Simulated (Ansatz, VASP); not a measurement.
# CoSi2: VASP beside Ansatz

File POSCAR:

```
CoSi2
1.0
    0.0000000000      2.6029600507      2.6029600507
    2.6029600507      0.0000000000      2.6029600507
    2.6029600507      2.6029600507      0.0000000000
Co Si
1 2
Direct
    0.0000000000      0.0000000000      0.0000000000
    0.2500000000      0.2500000000      0.2500000000
    0.7500000000      0.7500000000      0.7500000000
```

File INCAR.step1:

```
SYSTEM = CoSi2
PREC     = Accurate       ! precision mode
ENCUT    = 520            ! plane-wave cutoff, eV
ISMEAR   = -1             ! smearing method
SIGMA    = 0.05           ! smearing width, eV
LREAL    = .False.        ! projectors in reciprocal space
LASPH    = .True.         ! aspherical terms in the spheres
NELM     = 60             ! most SCF steps
NBANDS   = 16             ! bands
GGA      = PE             ! functional
ALGO     = Normal         ! electronic algorithm
EDIFF    = 1E-4           ! SCF threshold, eV
LWAVE    = .True.         ! write WAVECAR
LCHARG   = .False.        ! write CHGCAR
```

INCAR.step2

```
SYSTEM = CoSi2
PREC     = Accurate       ! precision mode
ENCUT    = 520            ! plane-wave cutoff, eV
EDIFF    = 1E-6           ! SCF threshold, eV
ISMEAR   = -1             ! smearing method
SIGMA    = 0.05           ! smearing width, eV
LREAL    = .False.        ! projectors in reciprocal space
LASPH    = .True.         ! aspherical terms in the spheres
NELM     = 60             ! most SCF steps
ALGO     = Normal         ! electronic algorithm
ISIF     = 2              ! what is computed and relaxed
LWAVE    = .False.        ! write WAVECAR
LCHARG   = .False.        ! write CHGCAR
METAGGA  = R2SCAN         ! meta-GGA
LMIXTAU  = .True.       
NBANDS   = 16             ! bands
ISTART   = 1
```

The input KPOINTS:

```
regular mesh
0
Gamma
  11 11 11
  0 0 0
```

Input for Ansatz:

```yaml
crystal:
  lattice:
    - [0.0, 2.6029600507, 2.6029600507]
    - [2.6029600507, 0.0, 2.6029600507]
    - [2.6029600507, 2.6029600507, 0.0]
  atoms:
    - { symbol: Co, position: [0.0, 0.0, 0.0] }
    - { symbol: Si, position: [0.25, 0.25, 0.25] }
    - { symbol: Si, position: [0.75, 0.75, 0.75] }
kpoints:
  mp_grid: { grid: [11, 11, 11] }
scf:
  occupations: { method: fermi_dirac, width: 0.05 }
hamiltonian:
  xc: r2scan
  pseudopotentials: { kind: paw }
output:
  forces: true
  stress: true
  eigenvalues: true
  populations: true
```

Change from the starting cell: volume scaled by 0.94, PAW files.

Alike in both runs: task single point; functional r2SCAN; k mesh 11 × 11 × 11; occupations fermi-dirac, width 0.05 eV; no spin polarisation.

|  | VASP | Ansatz |
| --- | --- | --- |
| version | VASP 6.6.1 | Ansatz 0.2.0 |
| potentials or method | VASP PAW PBE potentials, release 64 (Co, Si) | PAW with Ansatz's default frozen-core files, scalar-relativistic |
| plane-wave cutoff (eV) | 520 | 500 |
| valence electrons in the cell | 17 | 25 |

|  | VASP | Ansatz | Ansatz less VASP |
| --- | --- | --- | --- |
| pressure (GPa) | 14.0 | 14.0 | -0.01 |

VASP's potentials were made for PBE, not for r2SCAN. VASP's potentials hold 17 valence electrons a cell and Ansatz's 25, so a difference there can come from the potentials and not from the codes.
